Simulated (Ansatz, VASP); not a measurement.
## Pb in VASP and in Ansatz

```xyz
3
Lattice="5.8856 0.0000 0.0000 -2.9428 5.0971 0.0000 0.0000 0.0000 3.6081" Properties=species:S:1:pos:R:3 pbc="T T T"
Pb    0.0000    0.0000    0.0000
Pb    0.0000    3.3981    1.8041
Pb    2.9428    1.6990    1.8041
```

Alike in both runs: task single point; functional PBEsol; k mesh 6 × 6 × 6; occupations gaussian, width 0.1 eV; no spin polarisation.

|  | VASP | Ansatz |
| --- | --- | --- |
| version | VASP 6.6.1 | Ansatz 0.2.0 |
| potentials or method | VASP PAW PBE potentials, release 64 (Pb_d), cutoff 520 eV | scalar-relativistic, plane waves, PAW |
| valence electrons in the cell | 42 | 42 |

|  | VASP | Ansatz | Ansatz less VASP |
| --- | --- | --- | --- |
| gap on the k mesh at the Fermi level (eV) | none | none | - |
| pressure (GPa) | -5.8 | -5.7 | +0.06 |
| traceless stress, the component that is largest in VASP (GPa) | -0.98 | -0.98 | -0.003 |

VASP's potentials were made for PBE, not for PBEsol. A gap of «none» marks a metal or a gap that the smearing closes.

Neither program's run includes spin-orbit coupling.
